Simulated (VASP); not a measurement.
Wanted: the native input for a VASP 6.6.1 run.

| Property | Result |
| --- | --- |
| Task | single point |
| Functional | r2SCAN |
| Potentials or basis | VASP PAW PBE potentials, release 64 (Cs_sv, H) |
| Cutoff | 520 eV |
| k mesh | 8 × 8 × 8 |
| Occupations | gaussian, width 0.01 eV |
| Spin | no spin polarisation |
| Dipole correction | no |
| Further INCAR settings | ALGO = Normal; EDIFF = 1e-06; NBANDS = 12 |

Crystal: CsH.

```
Cs H
1.0
     0.00000    3.15737    3.15737
     3.15737    0.00000    3.15737
     3.15737    3.15737    0.00000
Cs H
1 1
Direct
  0.00000 0.00000 0.00000
  0.50000 0.50000 0.50000
```

This cell differs from its parent crystal: strain -1.0%.

One way to write it, as run:

POSCAR

```
CsH
1.0
    0.0000000000      3.1573738898      3.1573738898
    3.1573738898      0.0000000000      3.1573738898
    3.1573738898      3.1573738898      0.0000000000
Cs H
1 1
Direct
    0.0000000000      0.0000000000      0.0000000000
    0.5000000000      0.5000000000      0.5000000000
```

INCAR.step1

```
ALGO = Normal
EDIFF = 1E-4
ENCUT = 520
GGA = PE
ISMEAR = 0
LASPH = True
LCHARG = False
LREAL = False
LWAVE = True
NBANDS = 12
NELM = 100
PREC = Accurate
SIGMA = 0.01
```

INCAR.step2

```
ALGO = Normal
EDIFF = 1E-6
ENCUT = 520
ISIF = 2
ISMEAR = 0
ISTART = 1
LASPH = True
LCHARG = True
LELF = True
LMIXTAU = True
LREAL = False
LVHAR = True
LWAVE = False
METAGGA = R2SCAN
NBANDS = 12
NELM = 100
PREC = Accurate
SIGMA = 0.01
```

KPOINTS

```
k-points
0
Gamma
  8 8 8
```

Potentials or basis: VASP PAW PBE potentials, release 64 (Cs_sv, H).

The run is started by

```console
$ cat potpaw_PBE.64/Cs_sv/POTCAR potpaw_PBE.64/H/POTCAR > POTCAR
$ cp INCAR.step1 INCAR
$ mpirun -np 1 vasp_std > vasp.out
$ cp INCAR.step2 INCAR
$ mpirun -np 1 vasp_std > vasp.out
```

It gave:

```yaml
Pressure: 0.4 GPa
Band_gap_on_the_k_mesh: 2.63 eV
```

Caveat: the cell differs from its parent crystal (strain -1.0%); the structure was generated, so it needn't be the stable form of CsH; the PAW data sets were made with another functional, which shifts forces and pressure a little; spin-orbit coupling is left out, which moves the levels of the heavy elements.

Run time: 45 s on 1 thread of Intel(R) Xeon(R) 6975P-C (Granite Rapids), on a shared host, peak memory 0.21 GiB.
